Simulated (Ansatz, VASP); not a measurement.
## Al: VASP beside Ansatz

```
CELL_PARAMETERS angstrom
0.00000 2.00822 2.00822
2.00822 0.00000 2.00822
2.00822 2.00822 0.00000
ATOMIC_POSITIONS crystal
Al 0.00000 0.00000 0.00000
```

Alike in both runs: functional PBEsol; k mesh 18 × 18 × 18; occupations fermi-dirac, width 0.15 eV; no spin polarisation.

Ansatz relaxed the structure, and its values are those at the end. VASP's run is a single point on that final structure, the one shown.

|  | VASP | Ansatz |
| --- | --- | --- |
| version | VASP 6.6.1 | Ansatz 0.2.0 |
| potentials or method | VASP PAW PBE potentials, release 64 (Al), cutoff 520 eV | scalar-relativistic, plane waves, PAW |
| valence electrons in the cell | 3 | 3 |

VASP gave:

```
gap on the k mesh at the Fermi level (eV) : none
pressure (GPa)                            : 0.1
```

Q: Estimate Ansatz's values.

A: gap on the k mesh at the Fermi level (eV): none; pressure (GPa): 0.0.

VASP's potentials were made for PBE, not for PBEsol. A gap of «none» marks a metal or a gap that the smearing closes.
